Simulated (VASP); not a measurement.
Runs of VASP 6.6.1 on WS2. The structure is that of space group R3m (No. 160), or close to it. The cells are those of the table. 

| cell | gap on the mesh (eV) | pressure (GPa) | largest force (eV/Å) |
| --- | --- | --- | --- |
| a = 7.032 Å, angles 24.4°, 3 atoms | 0.85 | -0.7 | 2.19 |
| a = 6.673 Å, angles 26.5°, 3 atoms | 1.19 | -0.8 | 1.17 |
| a = 5.563 Å, angles 35.6°, 3 atoms | none | (a) | 2.44 |
| a = 7.385 Å, angles 22.6°, 3 atoms | none | (c) | 2.96 |
| a = 5.751 Å, angles 33.7°, 3 atoms | none | 1.9 | 1.92 |
| a = 6.012 Å, angles 31.3°, 3 atoms | 0.13 | (b) | 1.04 |

Alike in all rows: task single point; level PBE+D3(BJ); potentials or basis VASP PAW PBE potentials, release 64 (W_sv, S); no spin polarisation; k mesh 12 × 12 × 12; cutoff (eV) 520; smearing gaussian 0.05 eV.

Q: Estimate the missing entries.

A: (a) 2.4; (b) 1.0; (c) 0.3.

Caveats: spin-orbit coupling is left out, which moves the levels of the heavy elements; forces of over 1 eV/Å act on the atoms, so gaps and moduli don't describe the material at rest.

A k mesh can miss the band edges, and the runs leave out spin-orbit coupling on W.

A gap of «none» marks levels without a gap at the run's occupations.
